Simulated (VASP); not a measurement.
Runs of VASP 6.6.1 on Be. The structure is that of space group P6_3/mmc (No. 194), or close to it. The cells are those of the table. 

```tsv
task	level	potentials or basis	cell	k mesh	cutoff (eV)	gap on the mesh (eV)	pressure (GPa)	relaxed volume (Å³/atom)
single point	LDA	VASP PAW LDA potentials, release 64 (Be)	a = 2.229, b = 2.229, c = 3.510 Å, angles 90.0, 90.0, 120.0°, 2 atoms	41 × 41 × 23	520	none	0.5	-
relaxation of cell and atoms	PBE	VASP PAW PBE potentials, release 64 (Be)	relaxed from a = 2.290, b = 2.290, c = 3.588 Å, angles 90.0, 90.0, 120.0°, 2 atoms	27 × 27 × 15	600	none	0.1	(a)
relaxation of cell and atoms	LDA	VASP PAW LDA potentials, release 64 (Be)	relaxed from a = 2.290, b = 2.290, c = 3.588 Å, angles 90.0, 90.0, 120.0°, 2 atoms	27 × 27 × 15	600	none	0.0	7.58
relaxation of cell and atoms	PBEsol	VASP PAW PBE potentials, release 64 (Be)	relaxed from a = 2.290, b = 2.290, c = 3.588 Å, angles 90.0, 90.0, 120.0°, 2 atoms	27 × 27 × 15	600	none	0.1	7.86
```

Alike in all rows: no spin polarisation; smearing methfessel-paxton 0.1 eV.

Fill in the values left out.

(a) 7.92.

Caveats: the PAW data sets were made with another functional, which shifts forces and pressure a little (at least some runs).

A gap of «none» marks levels without a gap at the run's occupations.
